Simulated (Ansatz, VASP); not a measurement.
# One calculation of BaTiO3, two programs

```
Ba Ti O
1.0
     4.01923    0.00000    0.00000
     0.00000    4.01923    0.00000
     0.00000    0.00000    4.01928
Ba Ti O
1 1 3
Cartesian
  0.0000 0.0000 0.0000
  2.0096 2.0096 2.0096
  2.0361 1.9831 0.0000
  2.0361 -0.0265 2.0096
  0.0265 1.9831 2.0096
```

Change from the starting cell: all O atoms moved +0.037 Å, as atom 3 along Cartesian [1 -1 0].

Alike in both runs: task single point; functional PBE; k mesh 8 × 8 × 8; occupations gaussian, width 0.05 eV; no spin polarisation.

|  | VASP | Ansatz |
| --- | --- | --- |
| version | VASP 6.6.1 | Ansatz 0.2.0 |
| potentials or method | VASP PAW PBE potentials, release 64 (Ba_sv, Ti_sv, O), cutoff 520 eV | scalar-relativistic, plane waves, PAW |
| valence electrons in the cell | 40 | 40 |

```tsv
	VASP	Ansatz	Ansatz less VASP
gap on the k mesh at the Fermi level (eV)	1.74	1.80	+0.064
least direct gap on the mesh (eV)	1.90	1.93	+0.025
pressure (GPa)	1.8	0.1	-1.71
traceless stress, the component that is largest in VASP (GPa)	-0.06	-0.06	+0.003
rms of the force components (eV/Å)	0.070	0.069	-0.0002
```

Atom by atom the forces differ by 0.007 eV/Å (rms over components). With one functional, cell and mesh, what is left measures potentials, basis and numerics.

Spin-orbit coupling is off throughout.
